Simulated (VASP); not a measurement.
A run of VASP 6.6.1 is set up as follows.

The input INCAR:

```
SYSTEM = Sb
  ALGO = Normal
  EDIFF = 1E-6
  EDIFFG = -0.005
  ENCUT = 600
  GGA = PS
  IBRION = 2
  ISIF = 3
  ISMEAR = 0
  LASPH = .True.
  LCHARG = .False.
  LREAL = .False.
  LWAVE = .False.
  NELM = 100
  NSW = 100
  PREC = Accurate
  SIGMA = 0.1
```

The input KPOINTS:

```
k-points
0
Gamma
  12 12 12
  0 0 0
```

The input POSCAR:

```
Sb
1.0
   -4.0300106443      4.0300106443      2.0254867038
    4.0300106443     -4.0300106443      2.0254867038
    4.0300106443      4.0300106443     -2.0254867038
Sb
4
Direct
    0.3487369400      0.1512630600      0.5000000000
    0.8487369400      0.3487369400      0.1974738800
    0.6512630600      0.8487369400      0.5000000000
    0.1512630600      0.6512630600      0.8025261200
```

Potentials or basis: VASP PAW PBE potentials, release 64 (Sb).

Run with:

```console
$ cat potpaw_PBE.64/Sb/POTCAR > POTCAR
$ mpirun -np 1 vasp_std > vasp.out
```

Q: What does it give for the space group after relaxing (to 0.1 Å)?

A: I4/mcm (No. 140).

Q: Predict the relaxed cell.

A: a = 6.021 Å, b = 6.021 Å, c = 6.021 Å, α = 96.46°, β = 96.46°, γ = 140.80°.

Q: Predict the band gap on the k mesh.

A: Zero (bands 10 and 11 overlap by 1.78 eV).

Q: What does it give for the relaxed volume?

A: 32.50 Å³/atom.

Step by step:
| step | energy change (eV) | largest force (eV/Å) | pressure (GPa) | volume (Å³) |
| --- | --- | --- | --- | --- |
| 1 | 0.0000 | 0.0855 | -0.68 | 131.58 |
| 2 | -0.0032 | 0.0249 | 0.42 | 128.94 |
| 3 | -0.0043 | 0.0464 | 0.04 | 129.81 |
| 4 | -0.0048 | 0.0293 | 0.03 | 129.83 |
| 5 | -0.0051 | 0.0033 | 0.02 | 129.85 |
| 6 | -0.0051 | 0.0042 | 0.02 | 129.85 |
| 7 | -0.0051 | 0.0039 | 0.00 | 129.93 |
| 8 | -0.0051 | 0.0036 | -0.02 | 130.00 |
| 9 | -0.0051 | 0.0018 | -0.01 | 129.98 |

Caveat: the PAW data sets were made with another functional, which shifts forces and pressure a little; spin-orbit coupling is left out, which moves the levels of the heavy elements.
